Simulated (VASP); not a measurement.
# Ga (P6_3/mmc) in VASP: a series of runs, part 2 of 2

VASP 6.6.1. Earlier steps stand in the parts before.

### 6 Single point, PBEsol (17.75 Å³/atom)

INCAR reads:

```
PREC = Accurate
ENCUT = 520
EDIFF = 1E-7
ISMEAR = -1
SIGMA = 0.1
LREAL = False
LASPH = True
NELM = 80
ALGO = Normal
ISIF = 2
LWAVE = False
LCHARG = False
GGA = PS
NBANDS = 34
```

KPOINTS reads:

```
Automatic mesh
0
Gamma
  14 14 4
```

POSCAR reads:

```
Ga
1.0
    2.9329855675      0.0000000000      0.0000000000
   -1.4664927838      2.5400400104      0.0000000000
    0.0000000000      0.0000000000      9.5310345304
Ga
4
Direct
    0.0000000000      0.0000000000      1.0000000000
    1.0000000000      1.0000000000      0.5000000000
    0.3333333333      0.6666666667      0.2500000000
    0.6666666667      0.3333333333      0.7500000000
```

Potentials or basis: VASP PAW PBE potentials, release 64 (Ga_d).

Started as:

```sh
$ cat potpaw_PBE.64/Ga_d/POTCAR > POTCAR
$ mpirun -np 1 vasp_std > vasp.out
```

Wall time 2.6 min (1 thread of Intel Xeon Platinum 8488C (Sapphire Rapids), shared host); peak memory 0.26 GiB.

The run converged. Its results:

| Item | Value |
| --- | --- |
| Free energy | -13.3353 eV |
| Pressure | 0.2 GPa |
| Band gap on the k mesh | zero (bands 26 and 27 overlap by 5.97 eV) |

Stress tensor (GPa, compression positive):
```
-0.27  0.00  0.00
 0.00 -0.27  0.00
 0.00  0.00  1.02
```

Levels at points of the mesh, in eV from the Fermi level:
| k point | band 24 | band 25 | band 26 | band 27 | band 28 | band 29 |
| --- | --- | --- | --- | --- | --- | --- |
| (0.00, 0.00, 0.00) | -4.97 | -4.28 | 3.84 | 3.85 | 10.16 | 10.16 |
| (0.50, 0.00, 0.00) | -3.84 | -3.57 | -3.56 | 0.66 | 0.66 | 1.50 |
| (0.00, 0.00, 0.50) | -7.67 | -0.75 | -0.75 | 9.05 | 9.05 | 10.45 |
| (0.50, 0.00, 0.50) | -4.79 | -1.92 | -1.92 | -1.40 | -1.40 | 4.36 |

Caveat: the PAW data sets were made with another functional, which shifts forces and pressure a little.

### 7 Single point, PBEsol (18.46 Å³/atom)

This run uses another cell than the first one, of 18.46 Å³/atom.

INCAR reads:

```
PREC = Accurate ; ENCUT = 520
EDIFF = 1E-6 ; ISMEAR = -1
SIGMA = 0.1 ; LREAL = F
LASPH = T ; NELM = 100
ALGO = Normal ; ISIF = 2
LWAVE = F ; LCHARG = F
GGA = PS ; NBANDS = 34
```

KPOINTS is that of step 6.

POSCAR reads:

```
Ga
1.0
    2.9715819090      0.0000000000      0.0000000000
   -1.4857909545      2.5734654226      0.0000000000
    0.0000000000      0.0000000000      9.6564572626
Ga
4
Direct
    0.0000000000      0.0000000000      1.0000000000
    1.0000000000      1.0000000000      0.5000000000
    0.3333333333      0.6666666667      0.2500000000
    0.6666666667      0.3333333333      0.7500000000
```

Potentials or basis: VASP PAW PBE potentials, release 64 (Ga_d).

Started as:

```sh
$ cat potpaw_PBE.64/Ga_d/POTCAR > POTCAR
$ mpirun -np 1 vasp_std > vasp.out
```

OUTCAR:

```text
PREC = Accurate
   ENCUT = 520
   EDIFF = 1E-6
   ISMEAR = -1
   LREAL = F
   LASPH = T
   NELM = 100
   ISIF = 2
   GGA = PS

 ion  position               nearest neighbor table
   1  0.000  0.000  0.000-
   2  0.000  0.000  0.500-
   3  0.333  0.667  0.250-
   4  0.667  0.333  0.750-

  LATTYP: Found a hexagonal cell.
 ALAT       =     2.9715819090
 C/A-ratio  =     3.2496015787

  Lattice vectors:

 A1 = (   2.9715819090,   0.0000000000,   0.0000000000)
 A2 = (  -1.4857909545,   2.5734654226,   0.0000000000)
 A3 = (   0.0000000000,   0.0000000000,   9.6564572626)

Analysis of symmetry for initial positions (statically):
=====================================================================
 Subroutine PRICEL returns:
 Original cell was already a primitive cell.

 Routine SETGRP: Setting up the symmetry group for a
 hexagonal supercell.

 Subroutine GETGRP returns: Found 24 space group operations
 (whereof 12 operations were pure point group operations)
 out of a pool of 24 trial point group operations.

The static configuration has the point symmetry D_3d.
 The point group associated with its full space group is D_6h.

Analysis of symmetry for dynamics (positions and initial velocities):
=====================================================================
 Subroutine PRICEL returns:
 Original cell was already a primitive cell.

 Routine SETGRP: Setting up the symmetry group for a
 hexagonal supercell.

 Subroutine GETGRP returns: Found 24 space group operations
 (whereof 12 operations were pure point group operations)
 out of a pool of 24 trial point group operations.

[... 111 lines left out ...]
   ISIF   =      2    stress and relaxation
   ISYM   =      2    0-nonsym 1-usesym 2-fastsym
   POTIM  = 0.5000    time-step for ionic-motion
   TEBEG  =    0.0;   TEEND  =   0.0 temperature during run
   PSTRESS=    0.0 pullay stress
   NELECT =      52.0000    total number of electrons
   NUPDOWN=      -1.0000    fix difference up-down
   EMIN   =  10.00;   EMAX   =-10.00  energy-range for DOS
   EFERMI =   0.00;   METHOD = LEGACY
   ISMEAR =    -1;   SIGMA  =   0.10  broadening in eV -4-tet -1-fermi 0-gaus
   EFERMI_NEDOS =   21; number of points for ismear=-14 and -15
   IALGO  =     38    algorithm
   IMIX   =      4    mixing-type and parameters
     AMIX     =   0.40;   BMIX     =  1.00
     AMIX_MAG =   1.60;   BMIX_MAG =  1.00
  volume/ion in A,a.u.               =      18.46       124.58
  Fermi-wavevector in a.u.,A,eV,Ry     =   1.456469  2.752328 28.862076  2.121303
  Thomas-Fermi vector in A             =   2.573384
   LORBIT       =      0    0 simple, 1 ext, 2 COOP (PROOUT), +10 PAW based schemes
   GGA     = PS    functional components
   LHFCALC =     F    Hartree Fock is set to
   AEXX    =    0.0000 exact exchange contribution
   IVDW    =     0    specifies the selected vdW correction
   LEPSILON=     F    determine dielectric tensor
   LRPA    =     F    only Hartree local field effects (RPA)
 non-spin polarized calculation
  energy-cutoff  :      520.00
  volume of cell :       73.85
 maximum number of plane-waves:      2028
 NGX is ok and might be reduce to    24
   NGX = 11   NGY = 11   NGZ = 35

 number of electron      52.0000044 magnetization

 Free energy of the ion-electron system (eV)
  ---------------------------------------------------
  ext. energy  EPLUGINS =         0.00000000
  ---------------------------------------------------
  free energy    TOTEN  =       -13.31856089 eV

  energy without entropy =      -13.26395931  energy(sigma->0) =      -13.29126010

 E-fermi :   5.6202     XC(G=0): -11.2612

 val. band max:        5.6093575302   @ k =   0.2857   0.2143   0.2500
 cond. band min:       5.6542471610   @ k =   0.2857   0.0714   0.2500
 fundamental gap:      0.0448896308
 Fermi energy:         5.6202044403

 k-point     1 :       0.0000    0.0000    0.0000
  band No.  band energies     occupation
      1      -9.3311      2.00000
      2      -9.2808      2.00000
      3      -9.2735      2.00000
      4      -9.2472      2.00000
      5      -9.2472      2.00000
      6      -9.2434      2.00000
[... 877 lines left out ...]
     33       9.3084      0.00000
     34       9.6963      0.00000

 [... further k-points ...]
[... 5 lines left out ...]
  --------------------------------------------------------------------------------------
  -------------------------------------------------------------------------------------
  Total       -1.1164698     -1.1164698     -0.5921439      0.0000000      0.0000000      0.0000000
  in kB      -24.2233216    -24.2233216    -12.8473617      0.0000000      0.0000000      0.0000000
  external PRESSURE =     -20.4313350 kB  Pullay stress =       0.0000000 kB

 VOLUME and BASIS-vectors are now :
 -----------------------------------------------------------------------------
  energy-cutoff  :      520.00
  volume of cell :       73.85
      direct lattice vectors                 reciprocal lattice vectors
     2.971581909  0.000000000  0.000000000     0.336521096  0.194290545  0.000000000
    -1.485790955  2.573465423  0.000000000     0.000000000  0.388581090  0.000000000
     0.000000000  0.000000000  9.656457263     0.000000000  0.000000000  0.103557648

 POSITION                                       TOTAL-FORCE (eV/Angst)
 -----------------------------------------------------------------------------------
      0.00000      0.00000      0.00000         0.000000     -0.000000      0.000000
      0.00000      0.00000      4.82823         0.000000     -0.000000      0.000000
     -0.00000      1.71564      2.41411        -0.000000      0.000000     -0.000000
      1.48579      0.85782      7.24234         0.000000     -0.000000      0.000000
 -----------------------------------------------------------------------------------
    total drift:                               -0.000000      0.000000      0.000000

  FREE ENERGIE OF THE ION-ELECTRON SYSTEM (eV)
  ---------------------------------------------------
  free  energy   TOTEN  =       -13.3185608933 eV

  energy  without entropy=      -13.2639593063  energy(sigma->0) =      -13.29126010
```

OSZICAR:

```text
N       E                     dE             d eps       ncg     rms          rms(c)
DAV:   1     0.337786587742E+03    0.33779E+03   -0.25649E+04  5312   0.293E+03
DAV:   2     0.270609276215E+02   -0.31073E+03   -0.30321E+03  5080   0.511E+02
DAV:   3    -0.122102340968E+02   -0.39271E+02   -0.38709E+02  5502   0.145E+02
DAV:   4    -0.134621840083E+02   -0.12519E+01   -0.12373E+01  5760   0.285E+01
DAV:   5    -0.134878900587E+02   -0.25706E-01   -0.25692E-01  6236   0.432E+00    0.186E+00
DAV:   6    -0.133485777774E+02    0.13931E+00   -0.29684E-01  6138   0.705E+00    0.884E-01
DAV:   7    -0.133220289125E+02    0.26549E-01   -0.64488E-02  6686   0.229E+00    0.257E-01
DAV:   8    -0.133185614380E+02    0.34675E-02   -0.72807E-03  5478   0.108E+00    0.368E-02
DAV:   9    -0.133185463067E+02    0.15131E-04   -0.64468E-04  6440   0.603E-01    0.137E-02
DAV:  10    -0.133185562855E+02   -0.99788E-05   -0.88370E-05  7574   0.191E-01    0.836E-03
DAV:  11    -0.133185606580E+02   -0.43725E-05   -0.15177E-05  6752   0.600E-02    0.117E-03
DAV:  12    -0.133185608933E+02   -0.23537E-06   -0.43669E-06  4720   0.230E-02
   1 F= -.13318561E+02 E0= -.13291260E+02  d E =-.546016E-01
```

stdout:

```text
POSCAR found type information on POSCAR Ga
 POSCAR found :  1 types and       4 ions
 scaLAPACK will be used
 -----------------------------------------------------------------------------
|                                                                             |
|                                                                             |
|     You enforced a specific xc type in the INCAR file but a different       |
|     I HOPE YOU KNOW WHAT YOU ARE DOING!                                     |
|                                                                             |
 -----------------------------------------------------------------------------

 LDA part: xc-table for (Slater+PW92), standard interpolation
 POSCAR, INCAR and KPOINTS ok, starting setup
 FFT: planning ... GRIDC
 FFT: planning ... GRID_SOFT
 FFT: planning ... GRID
 WAVECAR not read
 entering main loop
```

Run time: 2.3 min. Hardware: 1 thread of Intel Xeon Platinum 8488C (Sapphire Rapids), shared host; peak memory 0.27 GiB.

Results:

- Free energy: -13.3186 eV
- Pressure: -2.0 GPa
- Band gap on the k mesh: zero (bands 26 and 27 overlap by 5.77 eV)

Stress tensor (GPa, compression positive):
```
-2.42  0.00  0.00
 0.00 -2.42  0.00
 0.00  0.00 -1.28
```

Levels at points of the mesh, in eV from the Fermi level:
| k point | band 24 | band 25 | band 26 | band 27 | band 28 | band 29 |
| --- | --- | --- | --- | --- | --- | --- |
| (0.00, 0.00, 0.00) | -4.93 | -4.07 | 3.73 | 3.74 | 9.84 | 9.84 |
| (0.50, 0.00, 0.00) | -3.67 | -3.51 | -3.39 | 0.55 | 0.62 | 1.52 |
| (0.00, 0.00, 0.50) | -7.47 | -0.73 | -0.73 | 8.79 | 8.79 | 10.11 |
| (0.50, 0.00, 0.50) | -4.63 | -1.86 | -1.86 | -1.39 | -1.39 | 4.24 |

Caveat: the PAW data sets were made with another functional, which shifts forces and pressure a little.

### 8 Summary

| cell | k mesh | gap on the mesh (eV) | pressure (GPa) |
| --- | --- | --- | --- |
| a = 2.933, b = 2.933, c = 9.531 Å, angles 90.0, 90.0, 120.0°, 4 atoms | 12 × 12 × 4 | none | 0.0 |
| a = 2.811, b = 2.811, c = 9.133 Å, angles 90.0, 90.0, 120.0°, 4 atoms | 14 × 14 × 4 | none | 10.5 |
| a = 2.853, b = 2.853, c = 9.270 Å, angles 90.0, 90.0, 120.0°, 4 atoms | 14 × 14 × 4 | none | 6.2 |
| a = 2.893, b = 2.893, c = 9.402 Å, angles 90.0, 90.0, 120.0°, 4 atoms | 14 × 14 × 4 | none | 2.8 |
| a = 2.933, b = 2.933, c = 9.531 Å, angles 90.0, 90.0, 120.0°, 4 atoms | 14 × 14 × 4 | none | 0.2 |
| a = 2.972, b = 2.972, c = 9.656 Å, angles 90.0, 90.0, 120.0°, 4 atoms | 14 × 14 × 4 | none | -2.0 |

Alike in all rows: task single point; level PBEsol; potentials or basis VASP PAW PBE potentials, release 64 (Ga_d); no spin polarisation; cutoff (eV) 520; smearing fermi-dirac 0.1 eV.

Caveats: the PAW data sets were made with another functional, which shifts forces and pressure a little; the cell stands under pressure (at least some runs).

Absolute energies hang on the potentials; compare differences alone.
